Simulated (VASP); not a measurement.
Li, 3 atoms in the cell. Symmetry: R-3m, No. 166, trigonal system. Conventional cell: a = 3.105 Å, b = 3.105 Å, c = 22.745 Å, α = 90.00°, β = 90.00°, γ = 120.00°. Li (site symmetry -3m) has 12 Li at 3.10 to 3.11 Å within 4.1 Å. Li (site symmetry 3m) has 12 Li at 3.10 to 3.11 Å within 4.1 Å. 

- Program: VASP 6.6.1
- Task: single point
- Functional: revPBE
- Potentials or basis: VASP PAW PBE potentials, release 64 (Li_sv)
- Cutoff: 520 eV
- k mesh: 12 × 12 × 12
- Occupations: fermi-dirac, width 0.1 eV
- Spin: no spin polarisation
- Dipole correction: no
- Further INCAR settings: ALGO = Normal; EDIFF = 1e-06; NBANDS = 12

Potentials or basis: VASP PAW PBE potentials, release 64 (Li_sv).

Launch:

```sh
$ cat potpaw_PBE.64/Li_sv/POTCAR > POTCAR
$ mpirun -np 1 vasp_std > vasp.out
```

Hardware: 1 thread of Oxide Virtual Turin-like Processor, with other jobs on the host.

Q: How long does it take, and how much memory?

A: Run time: 10 min on 1 thread of Oxide Virtual Turin-like Processor, on a shared host, peak memory 0.46 GiB. Counts: scf iterations 10, k points 189.
